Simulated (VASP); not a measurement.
Al2Ru, 3 atoms in the cell. Symmetry: I4/mmm, No. 139, tetragonal system. Conventional cell: a = 3.121 Å, b = 3.121 Å, c = 8.444 Å, α = 90.00°, β = 90.00°, γ = 90.00°. Al (site symmetry 4mm) has 5 Ru at 2.58 to 2.88 Å and 9 Al at 2.69 to 3.12 Å within 3.4 Å. Ru (site symmetry 4/mmm) has 10 Al at 2.58 to 2.88 Å and 4 Ru at 3.12 Å within 3.4 Å. 

| Property | Result |
| --- | --- |
| Program | VASP 6.6.1 |
| Task | single point |
| Functional | PBEsol |
| Potentials or basis | VASP PAW PBE potentials, release 64 (Al, Ru_pv) |
| Cutoff | 520 eV |
| k mesh | 20 × 20 × 20 |
| Occupations | gaussian, width 0.1 eV |
| Spin | no spin polarisation |
| Dipole correction | no |
| Further INCAR settings | ALGO = Fast; EDIFF = 1e-06; NBANDS = 17 |

Potentials or basis: VASP PAW PBE potentials, release 64 (Al, Ru_pv).

Run with:

```sh
$ cat potpaw_PBE.64/Al/POTCAR potpaw_PBE.64/Ru_pv/POTCAR > POTCAR
$ mpirun -np 1 vasp_std > vasp.out
```

Hardware: 1 thread of Intel(R) Xeon(R) Platinum 8259CL CPU @ 2.50GHz (Skylake/Cascade Lake) (shared host).

Question: How long does it take, and how much memory?

Answer: Wall time 12 min on 1 thread of Intel(R) Xeon(R) Platinum 8259CL CPU @ 2.50GHz (Skylake/Cascade Lake), on a shared host, peak memory 0.55 GiB. Counts: scf iterations 15, k points 641.
